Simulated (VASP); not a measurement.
A run of VASP 6.6.1 is set up as follows.

File INCAR:

```
ALGO = Normal ; EDIFF = 1E-7
ENCUT = 520 ; GGA = RP
ISIF = 2 ; ISMEAR = -1
LASPH = T ; LCHARG = F
LREAL = F ; LWAVE = F
NBANDS = 8 ; NELM = 60
PREC = Accurate ; SIGMA = 0.1
```

File KPOINTS:

```
k-points
0
Gamma
  22 22 22
```

The input POSCAR:

```
Al
1.0
    0.0000000000      1.9475703883      1.9475703883
    1.9475703883      0.0000000000      1.9475703883
    1.9475703883      1.9475703883      0.0000000000
Al
1
Direct
    0.0000000000      0.0000000000      0.0000000000
```

Potentials or basis: VASP PAW PBE potentials, release 64 (Al).

The run is started by

```bash
$ cat potpaw_PBE.64/Al/POTCAR > POTCAR
$ mpirun -np 1 vasp_std > vasp.out
```

(1) Estimate the pressure.

Answers

(1) 12.8 GPa.

Caveat: the PAW data sets were made with another functional, which shifts forces and pressure a little.
